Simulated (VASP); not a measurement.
# Rh (Fm-3m) in VASP: notebook

Rh is run at these levels: PBE; tasks: single point.

Program: VASP 6.6.1. These are calculated values, not measurements. Logs are shortened: lines on timing, memory, paths and dates and some standing lists are left out, and cuts for length are marked.

### Step 1. The cell of the first run

Symmetry: Fm-3m, No. 225, cubic system. Conventional cell: a = 3.945 Å, b = 3.945 Å, c = 3.945 Å, α = 90.00°, β = 90.00°, γ = 90.00°. Rh (site symmetry m-3m) has 12 Rh at 2.79 Å within 3.7 Å.

### Step 2. Single point, PBE (equal strain along all axes, cell held: +3.0 %)

File INCAR:

```
PREC = Accurate ; ENCUT = 520
EDIFF = 1E-7 ; ISMEAR = 0
SIGMA = 0.1 ; LREAL = False
LASPH = True ; NELM = 100
ALGO = Fast ; ISIF = 2
LWAVE = False ; LCHARG = False
GGA = PE ; NBANDS = 22
```

File KPOINTS:

```
regular mesh
0
Gamma
  20 20 14
```

File POSCAR:

```
Rh
1.0
    1.9724180168      1.9724180168      0.0000000000
   -1.9724180168      1.9724180168      0.0000000000
    0.0000000000      0.0000000000      3.9448360335
Rh
2
Direct
    0.0000000000      0.0000000000      0.0000000000
    0.5000000000      0.5000000000      0.5000000000
```

Potentials or basis: VASP PAW PBE potentials, release 64 (Rh_pv).

On the command line:

```
> cat potpaw_PBE.64/Rh_pv/POTCAR > POTCAR
> mpirun -np 1 vasp_std > vasp.out
```

OUTCAR:

```text
PREC = Accurate
   ENCUT = 520
   EDIFF = 1E-7
   ISMEAR = 0
   LREAL = False
   LASPH = True
   NELM = 100
   ISIF = 2
   GGA = PE

 ion  position               nearest neighbor table
   1  0.000  0.000  0.000-   2 2.79   2 2.79   2 2.79   2 2.79   2 2.79   2 2.79   2 2.79   2 2.79

   2  0.500  0.500  0.500-   1 2.79   1 2.79   1 2.79   1 2.79   1 2.79   1 2.79   1 2.79   1 2.79

  LATTYP: Found a simple tetragonal cell.
 ALAT       =     2.7894203100
 C/A-ratio  =     1.4142135623

  Lattice vectors:

 A1 = (   1.9724180168,   1.9724180168,   0.0000000000)
 A2 = (  -1.9724180168,   1.9724180168,   0.0000000000)
 A3 = (   0.0000000000,   0.0000000000,   3.9448360335)

Analysis of symmetry for initial positions (statically):
=====================================================================
 Subroutine PRICEL returns following result:

  LATTYP: Found a face centered cubic cell.
 ALAT       =     3.9448360336

  Lattice vectors:

 A1 = (   0.0000000000,  -1.9724180168,  -1.9724180168)
 A2 = (   1.9724180168,   0.0000000000,  -1.9724180168)
 A3 = (   1.9724180168,  -1.9724180168,   0.0000000000)

   2 primitive cells build up your supercell.

 Routine SETGRP: Setting up the symmetry group for a
 simple tetragonal supercell.

 Subroutine GETGRP returns: Found 16 space group operations
 (whereof 16 operations were pure point group operations)
 out of a pool of 16 trial point group operations.

The static configuration has the point symmetry D_4h.

Analysis of symmetry for dynamics (positions and initial velocities):
=====================================================================
 Subroutine PRICEL returns following result:

  LATTYP: Found a face centered cubic cell.
 ALAT       =     3.9448360336

  Lattice vectors:

 A1 = (   0.0000000000,  -1.9724180168,  -1.9724180168)
 A2 = (   1.9724180168,   0.0000000000,  -1.9724180168)
 A3 = (   1.9724180168,  -1.9724180168,   0.0000000000)

   2 primitive cells build up your supercell.

 Routine SETGRP: Setting up the symmetry group for a
 simple tetragonal supercell.

 Subroutine GETGRP returns: Found 16 space group operations
 (whereof 16 operations were pure point group operations)
 out of a pool of 16 trial point group operations.

The dynamic configuration has the point symmetry D_4h.

 Subroutine INISYM returns: Found 16 space group operations
 (whereof 16 operations are pure point group operations),
 and found     2 'primitive' translations

----------------------------------------------------------------------------------------

                                     Primitive cell

  volume of cell :      15.3471

  direct lattice vectors                    reciprocal lattice vectors
     0.000000000 -1.972418017 -1.972418017    -0.253495961 -0.253495961 -0.253495961
     1.972418017  0.000000000 -1.972418017     0.253495961  0.253495961 -0.253495961
     1.972418017 -1.972418017  0.000000000     0.253495961 -0.253495961  0.253495961

  length of vectors
     2.789420310  2.789420310  2.789420310     0.439067883  0.439067883  0.439067883

  position of ions in fractional coordinates (direct lattice)
     0.000000000  0.000000000  0.000000000

  ion indices of the primitive-cell ions
   primitive index   ion index
                 1           1

----------------------------------------------------------------------------------------

 KPOINTS: regular mesh

Automatic generation of k-mesh.
 Grid dimensions read from file:
 generate k-points for:   20   20   14

 Generating k-lattice:

  Cartesian coordinates                     Fractional coordinates (reciprocal lattice)
     0.012674798  0.012674798  0.000000000     0.050000000  0.000000000  0.000000000
    -0.012674798  0.012674798  0.000000000     0.000000000  0.050000000  0.000000000
     0.000000000  0.000000000  0.018106854     0.000000000  0.000000000  0.071428571

  Length of vectors
     0.017924871  0.017924871  0.018106854

  Shift w.r.t. Gamma in fractional coordinates (k-lattice)
     0.000000000  0.000000000  0.000000000

 Subroutine IBZKPT returns following result:
 ===========================================

 Found    528 irreducible k-points:

 Following reciprocal coordinates:
            Coordinates               Weight
  0.000000  0.000000  0.000000      1.000000
  0.050000  0.000000  0.000000      4.000000
  0.100000  0.000000  0.000000      4.000000
  0.150000  0.000000  0.000000      4.000000
  0.200000  0.000000  0.000000      4.000000
  0.250000  0.000000  0.000000      4.000000
[... 16 lines left out ...]
  0.150000  0.100000  0.000000      8.000000
  0.200000  0.100000  0.000000      8.000000
 [... further k-points ...]
   k-points           NKPTS =    528   k-points in BZ     NKDIM =    528   number of bands    NBANDS=     22
   number of dos      NEDOS =    301   number of ions     NIONS =      2
   total plane-waves  NPLWV =  17280
   dimension x,y,z NGX =    24 NGY =   24 NGZ =   30
   dimension x,y,z NGXF=    48 NGYF=   48 NGZF=   60
   ions per type =               2
   NGX,Y,Z   is equivalent  to a cutoff of  14.30, 14.30, 12.64 a.u.
   NGXF,Y,Z  is equivalent  to a cutoff of  28.61, 28.61, 25.29 a.u.
 SYSTEM =  unknown system
   PREC   = accura    normal or accurate (medium, high low for compatibility)
   ISTART =      0    job   : 0-new  1-cont  2-samecut
   ICHARG =      2    charge: 1-file 2-atom 10-const
   ISPIN  =      1    spin polarized calculation?
   LNONCOLLINEAR =      F non collinear calculations
   LSORBIT =      F    spin-orbit coupling
   LASPH  =      T    aspherical Exc in radial PAW
   ENCUT  =  520.0 eV  38.22 Ry    6.18 a.u.   5.19  5.19  7.33*2*pi/ulx,y,z
   NELM   =    100;   NELMIN=  2; NELMDL= -5     # of ELM steps
   EDIFF  = 0.1E-06   stopping-criterion for ELM
   LREAL  =      F    real-space projection
   EDIFFG = 0.1E-05   stopping-criterion for IOM
   NSW    =      0    number of steps for IOM
   IBRION =     -1    ionic relax: 0-MD 1-quasi-New 2-CG
   NFREE  =      0    steps in history (QN), initial steepest desc. (CG)
   ISIF   =      2    stress and relaxation
   ISYM   =      2    0-nonsym 1-usesym 2-fastsym
   POTIM  = 0.5000    time-step for ionic-motion
   TEBEG  =    0.0;   TEEND  =   0.0 temperature during run
   PSTRESS=    0.0 pullay stress
   NELECT =      30.0000    total number of electrons
   NUPDOWN=      -1.0000    fix difference up-down
   EMIN   =  10.00;   EMAX   =-10.00  energy-range for DOS
   EFERMI =   0.00;   METHOD = LEGACY
   ISMEAR =     0;   SIGMA  =   0.10  broadening in eV -4-tet -1-fermi 0-gaus
   EFERMI_NEDOS =   21; number of points for ismear=-14 and -15
   IALGO  =     68    algorithm
   IMIX   =      4    mixing-type and parameters
     AMIX     =   0.40;   BMIX     =  1.00
     AMIX_MAG =   1.60;   BMIX_MAG =  1.00
  volume/ion in A,a.u.               =      15.35       103.57
  Fermi-wavevector in a.u.,A,eV,Ry     =   1.624662  3.070166 35.912929  2.639526
  Thomas-Fermi vector in A             =   2.717912
   LORBIT       =      0    0 simple, 1 ext, 2 COOP (PROOUT), +10 PAW based schemes
   GGA     = PE    functional components
   LHFCALC =     F    Hartree Fock is set to
   AEXX    =    0.0000 exact exchange contribution
   IVDW    =     0    specifies the selected vdW correction
   LEPSILON=     F    determine dielectric tensor
   LRPA    =     F    only Hartree local field effects (RPA)
 non-spin polarized calculation
 RMM-DIIS sequential band-by-band and
 Gauss-broadening in eV      SIGMA  =   0.10
  energy-cutoff  :      520.00
  volume of cell :       30.69
 maximum number of plane-waves:       850
 NGX is ok and might be reduce to    24

 number of electron      29.9999995 magnetization

 Free energy of the ion-electron system (eV)
  ---------------------------------------------------
  ext. energy  EPLUGINS =         0.00000000
  ---------------------------------------------------
  free energy    TOTEN  =       -14.36518500 eV

  energy without entropy =      -14.34982437  energy(sigma->0) =      -14.35750469

 E-fermi :   9.9918     XC(G=0): -13.3330

 val. band max:        9.9907630543   @ k =   0.1500   0.0000   0.0000
 cond. band min:       9.9918079357   @ k =   0.1500   0.0000   0.5000
 fundamental gap:      0.0010448814
 Fermi energy:         9.9918021645

 k-point     1 :       0.0000    0.0000    0.0000
  band No.  band energies     occupation
      1     -36.6638      2.00000
      2     -36.3804      2.00000
      3     -36.3804      2.00000
      4     -36.1959      2.00000
      5     -36.1959      2.00000
      6     -36.1948      2.00000
[... 14 lines left out ...]
     21      22.6767      0.00000
     22      26.0080      0.00000

 k-point     2 :       0.0500    0.0000    0.0000
  band No.  band energies     occupation
      1     -36.6603      2.00000
      2     -36.3858      2.00000
      3     -36.3788      2.00000
      4     -36.2037      2.00000
      5     -36.1971      2.00000
      6     -36.1965      2.00000
[... 14 lines left out ...]
     21      22.8038      0.00000
     22      26.0868      0.00000

 k-point     3 :       0.1000    0.0000    0.0000
  band No.  band energies     occupation
      1     -36.6501      2.00000
      2     -36.4014      2.00000
      3     -36.3739      2.00000
      4     -36.2263      2.00000
      5     -36.2040      2.00000
      6     -36.1984      2.00000
[... 14 lines left out ...]
     21      23.1757      0.00000
     22      26.3085      0.00000

 k-point     4 :       0.1500    0.0000    0.0000
  band No.  band energies     occupation
      1     -36.6335      2.00000
      2     -36.4252      2.00000
      3     -36.3660      2.00000
      4     -36.2616      2.00000
      5     -36.2154      2.00000
      6     -36.2015      2.00000
[... 14 lines left out ...]
     21      23.7670      0.00000
     22      26.6243      0.00000

 k-point     5 :       0.2000    0.0000    0.0000
  band No.  band energies     occupation
      1     -36.6111      2.00000
      2     -36.4546      2.00000
      3     -36.3554      2.00000
      4     -36.3065      2.00000
      5     -36.2313      2.00000
      6     -36.2060      2.00000
[... 417 lines left out ...]
 k-point    22 :       0.1000    0.1000    0.0000
  band No.  band energies     occupation
      1     -36.6370      2.00000
      2     -36.4080      2.00000
      3     -36.3819      2.00000
      4     -36.2431      2.00000
      5     -36.2137      2.00000
      6     -36.2126      2.00000
[... 14 lines left out ...]
     21      22.1784      0.00000
     22      26.6184      0.00000

 k-point    23 :       0.1500    0.1000    0.0000
  band No.  band energies     occupation
      1     -36.6211      2.00000
      2     -36.4280      2.00000
      3     -36.3782      2.00000
      4     -36.2741      2.00000
      5     -36.2233      2.00000
      6     -36.2204      2.00000
[... 14 lines left out ...]
     21      22.5870      0.00000
     22      26.9487      0.00000

 k-point    24 :       0.2000    0.1000    0.0000
  band No.  band energies     occupation
      1     -36.5995      2.00000
      2     -36.4565      2.00000
      3     -36.3691      2.00000
      4     -36.3171      2.00000
      5     -36.2382      2.00000
      6     -36.2258      2.00000
[... 14 lines left out ...]
     21      23.2282      0.00000
     22      27.2763      0.00000

 [... further k-points ...]
[... 5 lines left out ...]
  --------------------------------------------------------------------------------------
  -------------------------------------------------------------------------------------
  Total       -3.4564470     -3.4564470     -3.4235771      0.0000000     -0.0000000      0.0000000
  in kB     -180.4195578   -180.4195578   -178.7038154      0.0000000     -0.0000000      0.0000000
  external PRESSURE =    -179.8476437 kB  Pullay stress =       0.0000000 kB

 VOLUME and BASIS-vectors are now :
 -----------------------------------------------------------------------------
  energy-cutoff  :      520.00
  volume of cell :       30.69
      direct lattice vectors                 reciprocal lattice vectors
     1.972418017  1.972418017  0.000000000     0.253495961  0.253495961  0.000000000
    -1.972418017  1.972418017  0.000000000    -0.253495961  0.253495961  0.000000000
     0.000000000  0.000000000  3.944836034     0.000000000  0.000000000  0.253495961

 POSITION                                       TOTAL-FORCE (eV/Angst)
 -----------------------------------------------------------------------------------
      0.00000      0.00000      0.00000        -0.000000      0.000000      0.000000
      0.00000      1.97242      1.97242         0.000000     -0.000000     -0.000000
 -----------------------------------------------------------------------------------
    total drift:                               -0.000000      0.000000     -0.000000

  FREE ENERGIE OF THE ION-ELECTRON SYSTEM (eV)
  ---------------------------------------------------
  free  energy   TOTEN  =       -14.3651850035 eV

  energy  without entropy=      -14.3498243729  energy(sigma->0) =      -14.35750469
```

It took 6 min on 1 thread of Intel Xeon 8259CL, shared host; peak memory 0.37 GiB.

What came out:

- Free energy: -14.3652 eV
- Pressure: -18.0 GPa
- Band gap on the k mesh: zero (band 15 reaches 10.80 eV, above the bottom of band 16 at 8.77 eV)

Levels at points of the mesh, in eV from the Fermi level:
```
           k point  band 12  band 13  band 14  band 15  band 16  band 17  band 18  band 19
(0.00, 0.00, 0.00)    -2.59    -0.84    -0.84     0.44     0.81     0.81     3.16    10.95
(0.50, 0.00, 0.00)    -2.91    -1.57    -1.57    -0.91    -0.91     2.67     2.67    12.39
(0.50, 0.50, 0.00)     0.44     0.81     0.81     0.81     0.81     3.16     3.16    10.95
(0.00, 0.00, 0.50)    -1.62    -1.22    -1.22    -1.22    -1.22    -0.23    -0.23    17.66
(0.50, 0.00, 0.50)    -2.65     0.47     0.47     0.47     0.47     0.88     0.88     7.59
(0.50, 0.50, 0.50)    -3.21    -0.99    -0.99     0.81     0.81     8.86     8.86     8.86
```

Caveat: the cell differs from its parent crystal (equal strain along all axes, cell held: +3.0 %).

### Step 3. Single point, PBE

This run uses another cell than the first one: it holds 1 atom, not 2.

File INCAR:

```
ALGO = Fast
EDIFF = 1E-7
ENCUT = 520
GGA = PE
ISIF = 2
ISMEAR = 0
LASPH = T
LCHARG = F
LREAL = F
LWAVE = F
NBANDS = 14
NELM = 80
PREC = Accurate
SIGMA = 0.1
```

File KPOINTS:

```
k-points
0
Gamma
  18 18 18
```

File POSCAR:

```
Rh
1.0
    0.0000000000      1.9149689483      1.9149689483
    1.9149689483      0.0000000000      1.9149689483
    1.9149689483      1.9149689483      0.0000000000
Rh
1
Direct
    0.0000000000      0.0000000000      0.0000000000
```

Potentials or basis: VASP PAW PBE potentials, release 64 (Rh_pv).

On the command line:

```
> cat potpaw_PBE.64/Rh_pv/POTCAR > POTCAR
> mpirun -np 1 vasp_std > vasp.out
```

Run time: 22 s. Hardware: 1 thread of Intel Xeon Platinum 8375C at 2.90GHz (Ice Lake), shared host; peak memory 0.15 GiB.

It converged, with:

```yaml
Free_energy: -7.2617 eV
Pressure: 0.0 GPa
```

Levels at points of the mesh, in eV from the Fermi level:
| k point | band 5 | band 6 | band 7 | band 8 | band 9 | band 10 |
| --- | --- | --- | --- | --- | --- | --- |
| (0.00, 0.00, 0.00) | -2.98 | -2.98 | -2.98 | -0.97 | -0.97 | 16.01 |
| (0.50, 0.00, 0.00) | -3.06 | -3.06 | 0.54 | 0.54 | 0.76 | 8.42 |
| (0.50, 0.50, 0.00) | -5.76 | 0.51 | 0.94 | 0.94 | 3.24 | 12.00 |
